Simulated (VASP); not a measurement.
Set up this calculation in VASP 6.6.1, as the native input.

| Quantity | Value |
| --- | --- |
| Task | single point |
| Functional | LDA |
| Potentials or basis | VASP PAW LDA potentials, release 64 (Ru_pv) |
| Cutoff | 520 eV |
| k mesh | 17 × 17 × 17 |
| Occupations | fermi-dirac, width 0.1 eV |
| Spin | no spin polarisation |
| Dipole correction | no |
| Further INCAR settings | ALGO = Normal; EDIFF = 1e-06; NBANDS = 13 |

The structure of Ru lies in POSCAR:

```
Ru
1.0
   -1.4800780578      1.4800780578      1.4800780578
    1.4800780578     -1.4800780578      1.4800780578
    1.4800780578      1.4800780578     -1.4800780578
Ru
1
Direct
    0.0000000000      0.0000000000      0.0000000000
```

This cell differs from its parent crystal: volume scaled by 0.96.

The input as run:

INCAR

```
  PREC = Accurate
  ENCUT = 520
  EDIFF = 1E-6
  ISMEAR = -1
  SIGMA = 0.1
  LREAL = False
  LASPH = True
  NELM = 100
  ALGO = Normal
  ISIF = 2
  LWAVE = False
  LCHARG = False
  NBANDS = 13
```

KPOINTS

```
Automatic mesh
0
Gamma
  17 17 17
```

Potentials or basis: VASP PAW LDA potentials, release 64 (Ru_pv).

Command:

```console
$ cat potpaw_LDA.64/Ru_pv/POTCAR > POTCAR
$ mpirun -np 1 vasp_std > vasp.out
```

Results of the run:

* Pressure: 16.1 GPa
* Band gap on the k mesh: zero (band 7 reaches 15.65 eV, above the bottom of band 8 at 11.78 eV)

It took 33 s on 1 thread of Intel Xeon 8259CL, with other jobs on the host, peak memory 0.14 GiB.
